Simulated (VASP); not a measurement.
Wanted: the native input for a VASP 6.6.1 run.

- Task: single point
- Functional: revPBE
- Potentials or basis: VASP PAW PBE potentials, release 64 (C)
- Cutoff: 520 eV
- k mesh: 18 × 18 × 18
- Occupations: fermi-dirac, width 0.1 eV
- Spin: no spin polarisation
- Dipole correction: no
- Further INCAR settings: ALGO = Normal; EDIFF = 1e-06; NBANDS = 8

The structure of C lies in POSCAR:

```
C
1.0
   -1.1931817733      1.1931817733      1.1931817733
    1.1931817733     -1.1931817733      1.1931817733
    1.1931817733      1.1931817733     -1.1931817733
C
1
Direct
    0.0000000000      0.0000000000      0.0000000000
```

The input as run:

INCAR

```
SYSTEM = C
PREC = Accurate
ENCUT = 520
EDIFF = 1E-6
ISMEAR = -1
SIGMA = 0.1
LREAL = .FALSE.
LASPH = .TRUE.
NELM = 80
ALGO = Normal
ISIF = 2
LWAVE = .FALSE.
LCHARG = .FALSE.
GGA = RE
NBANDS = 8
```

KPOINTS

```
regular mesh
0
G
  18 18 18
  0 0 0
```

Potentials or basis: VASP PAW PBE potentials, release 64 (C).

Command:

```bash
$ cat potpaw_PBE.64/C/POTCAR > POTCAR
$ mpirun -np 1 vasp_std > vasp.out
```

It gave:

| Quantity | Value |
| --- | --- |
| Pressure | 0.1 GPa |
| Band gap on the k mesh | zero (band 2 reaches 17.33 eV, above the bottom of band 3 at 3.41 eV) |

Caveat: the PAW data sets were made with another functional, which shifts forces and pressure a little.

Wall time 9.8 s on 1 thread of Intel Xeon 8259CL, with other jobs on the host, peak memory 0.08 GiB.
